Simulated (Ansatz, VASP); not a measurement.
Two plane-wave programs on SrPb2N2

Contents of INCAR:

```
SYSTEM = SrPb2N2
PREC = Accurate
ENCUT = 520
EDIFF = 1E-7
ISMEAR = 0
SIGMA = 0.05
LREAL = .False.
LASPH = .True.
NELM = 60
ALGO = Normal
ISIF = 2
LWAVE = .False.
LCHARG = .True.
GGA = PE
LELF = .True.
LVHAR = .True.
NBANDS = 32
```

Contents of KPOINTS:

```
regular mesh
0
Gamma
  12 12 4
  0 0 0
```

Contents of POSCAR:

```
SrPb2N2
1.0
    3.5974741490      0.0000000000      0.0000000000
   -1.7987370745      3.1155040025      0.0000000000
    0.0000000000      0.0000000000     10.3784459694
Sr Pb N
1 2 2
Direct
    0.0000000000      0.0000000000      0.5000000000
    0.6666666667      0.3333333333      0.1677060180
    0.3333333333      0.6666666667      0.8322939820
    0.6666666667      0.3333333333      0.7047711463
    0.3333333333      0.6666666667      0.2952288537
```

Input for Ansatz:

```yaml
crystal:
  lattice:
    - [3.597474149, 0.0, 0.0]
    - [-1.7987370745, 3.1155040025, 0.0]
    - [0.0, 0.0, 10.3784459694]
  atoms:
    - { symbol: Sr, position: [0.0, 0.0, 0.5] }
    - { symbol: Pb, position: [0.6666666667, 0.3333333333, 0.167706018] }
    - { symbol: Pb, position: [0.3333333333, 0.6666666667, 0.832293982] }
    - { symbol: "N", position: [0.6666666667, 0.3333333333, 0.7047711463] }
    - { symbol: "N", position: [0.3333333333, 0.6666666667, 0.2952288537] }
basis:
  ecutwfc: 420
kpoints:
  mp_grid: { grid: [12, 12, 4] }
hamiltonian:
  xc: pbe
scf:
  occupations: { method: gaussian, width: 0.05 }
output:
  forces: true
  stress: true
  eigenvalues: true
```

Alike in both runs: task single point; functional PBE; k mesh 12 × 12 × 4; occupations gaussian, width 0.05 eV; no spin polarisation.

|  | VASP | Ansatz |
| --- | --- | --- |
| version | VASP 6.6.1 | Ansatz 0.2.0 |
| potentials or method | VASP PAW PBE potentials, release 64 (Sr_sv, Pb_d, N), cutoff 520 eV | scalar-relativistic, plane waves, PAW |
| valence electrons in the cell | 48 | 48 |

```tsv
	VASP	Ansatz	Ansatz less VASP
gap on the k mesh at the Fermi level (eV)	0.53	0.53	+0.006
least direct gap on the mesh (eV)	0.56	0.56	+0.007
pressure (GPa)	-6.0	-6.1	-0.06
traceless stress, the component that is largest in VASP (GPa)	-10.59	-10.60	-0.011
rms of the force components (eV/Å)	0.573	0.577	+0.0049
```

Atom by atom the forces differ by 0.005 eV/Å (rms over components).

Spin-orbit coupling is off throughout.
